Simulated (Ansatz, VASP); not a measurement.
One calculation of Sc2AlAs3, two programs

```
CELL_PARAMETERS angstrom
4.95919 0.00000 0.00000
0.00000 4.95919 0.00000
0.00000 0.00000 7.93839
ATOMIC_POSITIONS crystal
Sc 0.50000 0.50000 0.18898
Sc 0.50000 0.50000 0.81102
Al 0.00000 0.00000 0.00000
As 0.50000 0.00000 0.00000
As 0.00000 0.50000 0.00000
As 0.50000 0.50000 0.50000
```

Alike in both runs: functional PBE; k mesh 4 × 4 × 2; occupations gaussian, width 0.1 eV; no spin polarisation.

Ansatz relaxed the structure, and its values are those at the end. VASP's run is a single point on that final structure, the one shown.

|  | VASP | Ansatz |
| --- | --- | --- |
| version | VASP 6.6.1 | Ansatz 0.2.0 |
| potentials or method | VASP PAW PBE potentials, release 64 (Sc_sv, Al, As), cutoff 520 eV | scalar-relativistic, plane waves, PAW |
| valence electrons in the cell | 40 | 70 |

Ansatz gave:

```
gap on the k mesh at the Fermi level (eV) : none
pressure (GPa)                            : 0.1
rms of the force components (eV/Å)        : 0.002
```

Problem. Estimate VASP's values.

Solution. gap on the k mesh at the Fermi level (eV): none; pressure (GPa): 0.2; rms of the force components (eV/Å): 0.005.

A gap of «none» marks a metal or a gap that the smearing closes. The functional is the same, so the differences come from potentials, cutoffs and numerics. VASP's potentials hold 40 valence electrons a cell and Ansatz's 70, so a difference there can come from the potentials and not from the codes.

The k mesh is coarse, so the values compare programs but aren't converged.
